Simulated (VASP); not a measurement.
# NbRe2: single point with PBE

NbRe2:

```
Nb Re
1.0
     4.64805    0.00000    0.00000
    -2.32403    4.02533    0.00000
     0.00000    0.00000    2.60575
Nb Re
1 2
Direct
  0.00000 0.00000 0.00000
  0.33333 0.66667 0.50000
  0.66667 0.33333 0.50000
```

```
Program                : VASP 6.6.1
Task                   : single point
Functional             : PBE
Potentials or basis    : VASP PAW PBE potentials, release 64 (Nb_sv, Re)
Cutoff                 : 520 eV
k mesh                 : 6 × 6 × 6
Occupations            : gaussian, width 0.1 eV
Spin                   : no spin polarisation
Dipole correction      : no
Further INCAR settings : ALGO = Normal; EDIFF = 1e-06; NBANDS = 20
```

* Pressure: -0.7 GPa
* Band gap on the k mesh: zero (an odd number of electrons rules out a gap without spin polarisation)

Stress tensor (GPa, compression positive):
```
-0.56  0.00  0.00
 0.00 -0.56  0.00
 0.00  0.00 -0.94
```

Levels at points of the mesh, in eV from the Fermi level:
```
           k point  band 11  band 12  band 13  band 14  band 15  band 16
(0.00, 0.00, 0.00)    -2.57    -1.76    -0.53    -0.53     0.89     0.89
(0.50, 0.00, 0.00)    -2.02    -1.72     0.22     0.60     1.15     1.87
(0.00, 0.00, 0.50)    -1.68    -1.68    -0.76    -0.76     3.46     3.46
(0.50, 0.00, 0.50)    -2.03    -0.58     0.18     0.27     0.87     1.50
```

Wall time 67 s on 1 thread of Oxide Virtual Turin-like Processor (shared host), peak memory 0.15 GiB.

Caveat: the k points lie up to 0.40 Å⁻¹ apart, too coarse for converged energies and pressures of a metal; spin-orbit coupling is left out, which moves the levels of the heavy elements.
